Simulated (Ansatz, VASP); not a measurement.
**One calculation of Sb, two programs**

The input INCAR:

```
SYSTEM = Sb
PREC = Accurate ; ENCUT = 400
EDIFF = 1E-6 ; ISMEAR = -1
SIGMA = 0.05 ; LREAL = .False.
LASPH = .True. ; NELM = 120
ALGO = Normal ; ISIF = 2
LWAVE = .False. ; LCHARG = .True.
LELF = .True. ; LVHAR = .True.
NBANDS = 12 ; GGA_COMPAT = .False.
NELMDL = -8
```

Contents of KPOINTS:

```
regular mesh
0
Gamma
  8 9 1
  0 0 0
```

The input POSCAR:

```
Sb
1.0
    3.2305600000      0.0000000000      0.0000000000
    0.0000000000      3.1098000000      0.0000000000
    0.0000000000      0.0000000000     31.3600000000
Sb
2
Direct
    0.0000000000      0.0000000000      0.2463800000
    0.5000000000      0.0000000000      0.3276000000
```

The input input.yaml:

```yaml
crystal:
  lattice:
    - [3.23056, 0.0, 0.0]
    - [0.0, 3.1098, 0.0]
    - [0.0, 0.0, 31.36]
  atoms:
    - { symbol: Sb, position: [0.0, 0.0, 0.24638] }
    - { symbol: Sb, position: [0.5, 0.0, 0.3276] }
kpoints:
  mp_grid: { grid: [8, 9, 1] }
scf:
  occupations: { method: fermi_dirac, width: 0.05 }
hamiltonian:
  xc: lda
  pseudopotentials: { kind: all_electron, lapw: { basis_error: 0.002 } }
output:
  forces: true
  stress: true
  eigenvalues: true
```

Alike in both runs: task single point; functional LDA; k mesh 8 × 9 × 1; occupations fermi-dirac, width 0.05 eV; no spin polarisation.

|  | VASP | Ansatz |
| --- | --- | --- |
| version | VASP 6.6.1 | Ansatz 0.2.0 |
| potentials or method | VASP PAW LDA potentials, release 64 (Sb), cutoff 400 eV | all-electron LAPW, scalar-relativistic |

|  | VASP | Ansatz | Ansatz less VASP |
| --- | --- | --- | --- |
| gap on the k mesh at the Fermi level (eV) | none | none | - |
| rms of the force components (eV/Å) | 0.137 | 0.163 | +0.0255 |

LDA's correlation is that of Perdew and Zunger in VASP and of Perdew and Wang (1992) in Ansatz. Atom by atom the forces differ by 0.026 eV/Å (rms over components). A gap of «none» marks a metal or a gap that the smearing closes. Ansatz ran all-electron here, and VASP with PAW potentials.

Spin-orbit coupling is off throughout.
